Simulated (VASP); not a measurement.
The system is Ta2CN.

```
CELL_PARAMETERS angstrom
3.09292 0.00000 0.00000
0.00000 3.09292 0.00000
0.00000 0.00000 4.39598
ATOMIC_POSITIONS crystal
Ta 0.00000 0.00000 0.00000
Ta 0.50000 0.50000 0.50000
C 0.00000 0.00000 0.50000
N 0.50000 0.50000 0.00000
```

Base run:

```yaml
Program: VASP 6.6.1
Functional: LDA
Potentials_or_basis: VASP PAW LDA potentials, release 64 (Ta_sv_GW, C_h, N_h)
Cutoff: 1330 eV
k_mesh: 8 × 8 × 6
Occupations: methfessel-paxton, width 0.05 eV
Spin: no spin polarisation
```

Its results: band gap on the k mesh zero (an odd number of electrons rules out a gap without spin polarisation); pressure 0.9 GPa.

The run is repeated on the same cell with these changes: k mesh from 8 × 8 × 6 to 6 × 6 × 5. What comes out?

Band gap on the k mesh zero (an odd number of electrons rules out a gap without spin polarisation); pressure 1.3 GPa.

Caveats: spin-orbit coupling is left out, which moves the levels of the heavy elements; an odd number of electrons without spin polarisation forces a metal; a magnetic or distorted state may lie lower.
